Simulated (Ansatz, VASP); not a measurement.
# MgAu: VASP beside Ansatz

```xyz
2
Lattice="3.2698 0.0000 0.0000 0.0000 3.2698 0.0000 0.0000 0.0000 3.2698" Properties=species:S:1:pos:R:3 pbc="T T T"
Mg    1.6349    1.6349    1.6349
Au    0.0000    0.0000    0.0000
```

Change from the starting cell: volume scaled by 1.01, crystal datasets.

Alike in both runs: task electric field gradients; functional LDA; k mesh 13 × 13 × 13; occupations fermi-dirac, width 0.05 eV; no spin polarisation.

|  | VASP | Ansatz |
| --- | --- | --- |
| version | VASP 6.6.1 | Ansatz 0.2.0 |
| potentials or method | VASP PAW LDA potentials, release 64 (Mg, Au), cutoff 520 eV | all-electron PAW with datasets made for the crystal, scalar-relativistic |

```csv
,VASP,Ansatz,Ansatz less VASP
pressure (GPa),-4.7,-4.3,+0.40
```

LDA's correlation is that of Perdew and Zunger in VASP and of Perdew and Wang (1992) in Ansatz. Ansatz ran all-electron here, and VASP with PAW potentials.

Spin-orbit coupling is off throughout.
